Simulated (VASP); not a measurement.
Runs of VASP 6.6.1 on Sr. The structure is that of space group Fm-3m (No. 225), or close to it. The cells are those of the table. 

```csv
cell,gap on the mesh (eV),pressure (GPa)
"a = 4.195 Å, angles 60.0°, 1 atom",-,0.6
"a = 4.249, b = 4.249, c = 4.195 Å, angles 60.4, 60.4, 59.2°, 1 atom",none,0.3
"a = 4.464, b = 4.464, c = 4.410 Å, angles 60.4, 60.4, 59.2°, 1 atom",none,(b)
"a = 4.518 Å, angles 60.0°, 1 atom",none,-1.5
"a = 4.249, b = 4.249, c = 4.303 Å, angles 59.6, 59.6, 60.8°, 1 atom",none,0.0
"a = 4.087 Å, angles 60.0°, 1 atom",0.08,(a)
"a = 4.142, b = 4.142, c = 4.195 Å, angles 59.6, 59.6, 60.9°, 1 atom",-,1.0
"a = 4.464, b = 4.464, c = 4.518 Å, angles 59.6, 59.6, 60.8°, 1 atom",none,-1.4
"a = 4.304, b = 4.304, c = 4.195 Å, angles 60.8, 60.8, 58.3°, 1 atom",none,0.0
"a = 4.357, b = 4.357, c = 4.410 Å, angles 59.6, 59.6, 60.8°, 1 atom",none,-0.8
"a = 4.411, b = 4.411, c = 4.303 Å, angles 60.8, 60.8, 58.4°, 1 atom",none,-0.8
"a = 4.196, b = 4.196, c = 4.087 Å, angles 60.9, 60.9, 58.3°, 1 atom",none,1.0
```

Alike in all rows: task single point; level PBE; potentials or basis VASP PAW PBE potentials, release 64 (Sr_sv); no spin polarisation; k mesh 14 × 14 × 14; cutoff (eV) 520; smearing gaussian 0.15 eV.

Problem. Fill in the values left out.

Solution. (a) 1.9; (b) -1.2.

A k mesh can miss the band edges, and the runs leave out spin-orbit coupling on Sr.

A gap of «none» marks levels without a gap at the run's occupations.
